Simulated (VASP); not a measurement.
Input of a VASP 6.6.1 run:

File INCAR:

```
SYSTEM = Sb2As2C
ALGO = Normal
EDIFF = 1E-7
ENCUT = 520
GGA = PE
ISIF = 2
ISMEAR = 0
LASPH = .True.
LCHARG = .False.
LREAL = .False.
LWAVE = .False.
NBANDS = 20
NELM = 100
PREC = Accurate
SIGMA = 0.1
```

The input KPOINTS:

```
k-points
0
Gamma
  6 6 6
  0 0 0
```

File POSCAR:

```
Sb2As2C
1.0
   -1.8587781500      1.8587781500      7.8797082600
    1.8587781500     -1.8587781500      7.8797082600
    1.8587781500      1.8587781500     -7.8797082600
Sb As C
2 2 1
Direct
    0.7500000000      0.2500000000      0.5000000000
    0.2500000000      0.7500000000      0.5000000000
    0.3495252100      0.3495252100      0.0000000000
    0.6504747900      0.6504747900      0.0000000000
    0.0000000000      0.0000000000      0.0000000000
```

Potentials or basis: VASP PAW PBE potentials, release 64 (Sb, As, C).

Run with:

```console
$ cat potpaw_PBE.64/Sb/POTCAR potpaw_PBE.64/As/POTCAR potpaw_PBE.64/C/POTCAR > POTCAR
$ mpirun -np 1 vasp_std > vasp.out
```

Task: Estimate the largest force.

Result: 9.525 eV/Å.

Task: Estimate the band gap on the k mesh.

Result: Zero (bands 12 and 13 overlap by 0.45 eV).

Task: Predict the pressure.

Result: 54.2 GPa.

Stress tensor (GPa, compression positive):
```
64.71  0.00  0.00
 0.00 64.71  0.00
 0.00  0.00 33.19
```

Caveat: the cell stands under pressure; spin-orbit coupling is left out, which moves the levels of the heavy elements; forces of over 1 eV/Å act on the atoms, so gaps and moduli don't describe the material at rest.
